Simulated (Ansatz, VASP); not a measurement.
# One calculation of BaTe, two programs

File POSCAR:

```
BaTe
1.0
    0.0000000000      3.5323868436      3.5323868436
    3.5323868436      0.0000000000      3.5323868436
    3.5323868436      3.5323868436      0.0000000000
Ba Te
1 1
Direct
    0.0000000000      0.0000000000      0.0000000000
    0.5000000000      0.5000000000      0.5000000000
```

INCAR.step1

```
  PREC = Accurate
  ENCUT = 520
  ISMEAR = 0
  SIGMA = 0.01
  LREAL = False
  LASPH = True
  NELM = 80
  NBANDS = 15
  GGA = PE
  ALGO = Normal
  EDIFF = 1E-4
  LWAVE = True
  LCHARG = False
```

INCAR.step2

```
  PREC = Accurate
  ENCUT = 520
  EDIFF = 1E-6
  ISMEAR = 0
  SIGMA = 0.01
  LREAL = False
  LASPH = True
  NELM = 80
  ALGO = Normal
  ISIF = 2
  LWAVE = False
  LCHARG = False
  METAGGA = R2SCAN
  LMIXTAU = True
  NBANDS = 15
  ISTART = 1
```

KPOINTS

```
Automatic mesh
0
Gamma
  4 4 4
```

Input for Ansatz:

```yaml
crystal:
  lattice:
    - [0.0, 3.5323868436, 3.5323868436]
    - [3.5323868436, 0.0, 3.5323868436]
    - [3.5323868436, 3.5323868436, 0.0]
  atoms:
    - { symbol: Ba, position: [0.0, 0.0, 0.0] }
    - { symbol: Te, position: [0.5, 0.5, 0.5] }
kpoints:
  mp_grid: { grid: [4, 4, 4] }
hamiltonian:
  xc: r2scan
scf:
  occupations: { method: fixed }
  n_extra_bands: 4
output:
  forces: true
  stress: true
  eigenvalues: true
```

Alike in both runs: task single point; functional r2SCAN; k mesh 4 × 4 × 4; no spin polarisation.

|  | VASP | Ansatz |
| --- | --- | --- |
| version | VASP 6.6.1 | Ansatz 0.2.0 |
| potentials or method | VASP PAW PBE potentials, release 64 (Ba_sv, Te) | plane waves, PAW |
| plane-wave cutoff (eV) | 520 | 500 |
| occupations | gaussian, width 0.01 eV | fixed |
| valence electrons in the cell | 16 | 26 |

```tsv
	VASP	Ansatz	Ansatz less VASP
gap on the k mesh at the Fermi level (eV)	1.93	2.00	+0.073
pressure (GPa)	0.3	0.0	-0.32
```

VASP's potentials were made for PBE, not for r2SCAN. VASP's potentials hold 16 valence electrons a cell and Ansatz's 26, so a difference there can come from the potentials and not from the codes.

Spin-orbit coupling is off throughout.
